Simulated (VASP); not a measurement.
Input of a VASP 6.6.1 run:

INCAR

```
SYSTEM = TiH
ALGO = Normal
EDIFF = 1E-7
EDIFFG = -0.01
ENCUT = 500
GGA = PS
GGA_COMPAT = .False.
IBRION = 2
ISIF = 3
ISMEAR = -1
LASPH = .True.
LCHARG = .False.
LREAL = .False.
LWAVE = .False.
NELM = 120
NELMIN = 4
NSW = 80
PREC = Accurate
SIGMA = 0.1
```

KPOINTS

```
k-points
0
Gamma
  18 18 18
  0 0 0
```

Contents of POSCAR:

```
TiH
1.0
    0.0000000000      2.0900000000      2.0900000000
    2.0900000000      0.0000000000      2.0900000000
    2.0900000000      2.0900000000      0.0000000000
Ti H
1 1
Direct
    0.0000000000      0.0000000000      0.0000000000
    0.5000000000      0.5000000000      0.5000000000
```

Potentials or basis: VASP PAW PBE potentials, release 64 (Ti_sv, H).

The run is started by

```console
$ cat potpaw_PBE.64/Ti_sv/POTCAR potpaw_PBE.64/H/POTCAR > POTCAR
$ mpirun -np 1 vasp_std > vasp.out
```

(1) Estimate the relaxed cell.

(2) Estimate the relaxed volume.

## Answers

(1) a = 2.930 Å, b = 2.930 Å, c = 2.930 Å, α = 60.00°, β = 60.00°, γ = 60.00°.

(2) 8.89 Å³/atom.

Caveat: the PAW data sets were made with another functional, which shifts forces and pressure a little; an odd number of electrons without spin polarisation forces a metal; a magnetic or distorted state may lie lower.
